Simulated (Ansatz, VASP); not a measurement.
# One calculation of MgO, two programs

File POSCAR:

```
MgO
1.0
    2.8780444641      0.0000000000      0.0000000000
   -1.4390222320      2.4924596191      0.0000000000
    0.0000000000      0.0000000000      2.6249773038
Mg O
1 1
Direct
    0.0000000000      0.0000000000      0.0000000000
    0.3333333333      0.6666666667      0.5000000000
```

The input INCAR.step1:

```
PREC = Accurate
ENCUT = 520
EDIFF = 1E-5
ISMEAR = -1
SIGMA = 0.05
LREAL = False
LASPH = True
NELM = 100
ALGO = Normal
ISIF = 2
LWAVE = True
LCHARG = False
GGA = PE
NBANDS = 11
```

File INCAR.step2:

```
PREC = Accurate
ENCUT = 520
EDIFF = 1E-7
ISMEAR = -1
SIGMA = 0.05
LREAL = False
LASPH = True
NELM = 100
ALGO = Normal
ISIF = 2
LWAVE = False
LCHARG = False
GGA = PE
LHFCALC = True
HFSCREEN = 0.2079
PRECFOCK = Normal
ISTART = 1
NBANDS = 11
```

KPOINTS

```
regular mesh
0
Gamma
  6 6 6
```

File input:

```
crystal:
  lattice:
    - [2.8780444641, 0.0, 0.0]
    - [-1.439022232, 2.4924596191, 0.0]
    - [0.0, 0.0, 2.6249773038]
  atoms:
    - { symbol: Mg, position: [0.0, 0.0, 0.0] }
    - { symbol: O, position: [0.3333333333, 0.6666666667, 0.5] }
hamiltonian:
  xc: hse06
  pseudopotentials: { kind: paw }
kpoints:
  mp_grid: { grid: [6, 6, 6] }
scf:
  occupations: { method: fermi_dirac, width: 0.05 }
output:
  forces: true
  stress: true
  eigenvalues: true
  write_density: true
  write_potential: true
  elf: true
  volumetric_format: npy
```

Alike in both runs: task single point; functional HSE06; k mesh 6 × 6 × 6; occupations fermi-dirac, width 0.05 eV; no spin polarisation.

|  | VASP | Ansatz |
| --- | --- | --- |
| version | VASP 6.6.1 | Ansatz 0.2.0 |
| potentials or method | VASP PAW PBE potentials, release 64 (Mg, O) | Ansatz PAW |
| plane-wave cutoff (eV) | 520 | 420 |
| valence electrons in the cell | 8 | 16 |

Ansatz gave:

- gap on the k mesh at the Fermi level (eV): 5.13
- least direct gap on the mesh (eV): 5.57
- pressure (GPa): 3.6
- traceless stress, the component that is largest in VASP (GPa): 0.64

Task: Estimate VASP's values.

Result: gap on the k mesh at the Fermi level (eV): 5.08; least direct gap on the mesh (eV): 5.53; pressure (GPa): 3.4; traceless stress, the component that is largest in VASP (GPa): 0.61.

VASP's potentials hold 8 valence electrons a cell and Ansatz's 16, so a difference there can come from the potentials and not from the codes.

The k mesh is coarse, so the values compare programs but aren't converged.
